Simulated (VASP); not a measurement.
Set up this calculation in VASP 6.6.1, as the native input.

| Item | Value |
| --- | --- |
| Task | relaxation of cell and atoms |
| Functional | PBE |
| Potentials or basis | VASP PAW PBE potentials, release 64 (Ta_pv) |
| Cutoff | 600 eV |
| k mesh | 16 × 16 × 16 |
| Occupations | fermi-dirac, width 0.05 eV |
| Spin | no spin polarisation |
| Dipole correction | no |
| Further INCAR settings | ALGO = Normal; EDIFF = 1e-06; IBRION = 2; EDIFFG = -0.005; NSW = 60; ISIF = 3 |

The structure of Ta lies in POSCAR:

```
Ta
1.0
   -1.6607199181      1.6607199181      1.6607199181
    1.6607199181     -1.6607199181      1.6607199181
    1.6607199181      1.6607199181     -1.6607199181
Ta
1
Direct
    0.0000000000      0.0000000000      0.0000000000
```

One way to write it, as run:

INCAR

```
SYSTEM = Ta
ALGO = Normal ; EDIFF = 1E-6
EDIFFG = -0.005 ; ENCUT = 600
GGA = PE ; IBRION = 2
ISIF = 3 ; ISMEAR = -1
LASPH = .True. ; LCHARG = .False.
LREAL = .False. ; LWAVE = .False.
NELM = 100 ; NSW = 60
PREC = Accurate ; SIGMA = 0.05
```

KPOINTS

```
k-points
0
Gamma
  16 16 16
  0 0 0
```

Potentials or basis: VASP PAW PBE potentials, release 64 (Ta_pv).

Launch:

```sh
$ cat potpaw_PBE.64/Ta_pv/POTCAR > POTCAR
$ mpirun -np 1 vasp_std > vasp.out
```

It gave:

* Pressure after relaxing: 0.0 GPa

Caveat: the relaxation stopped at its first step, so nothing moved.

Wall time 28 s on 1 thread of Intel Xeon 8259CL, with other jobs on the host, peak memory 0.16 GiB.
